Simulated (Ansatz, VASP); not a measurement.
## NbAs in VASP and in Ansatz

```
Nb As
1.0
     0.00000    2.65524    2.65524
     2.65524    0.00000    2.65524
     2.65524    2.65524    0.00000
Nb As
1 1
Direct
  0.50000 0.50000 0.50000
  0.00000 0.00000 0.00000
```

Alike in both runs: task single point; functional PBE; k mesh 12 × 12 × 12; occupations gaussian, width 0.05 eV; no spin polarisation.

```csv
,VASP,Ansatz
version,VASP 6.6.1,Ansatz 0.2.0
potentials or method,"VASP PAW PBE potentials, release 64 (Nb_sv, As), cutoff 520 eV","scalar-relativistic, plane waves, PAW"
valence electrons in the cell,18,28
```

```tsv
	VASP	Ansatz	Ansatz less VASP
gap on the k mesh at the Fermi level (eV)	none	none	-
pressure (GPa)	-2.8	-2.9	-0.02
```

A gap of «none» marks a metal or a gap that the smearing closes. VASP's potentials hold 18 valence electrons a cell and Ansatz's 28, so a difference there can come from the potentials and not from the codes.
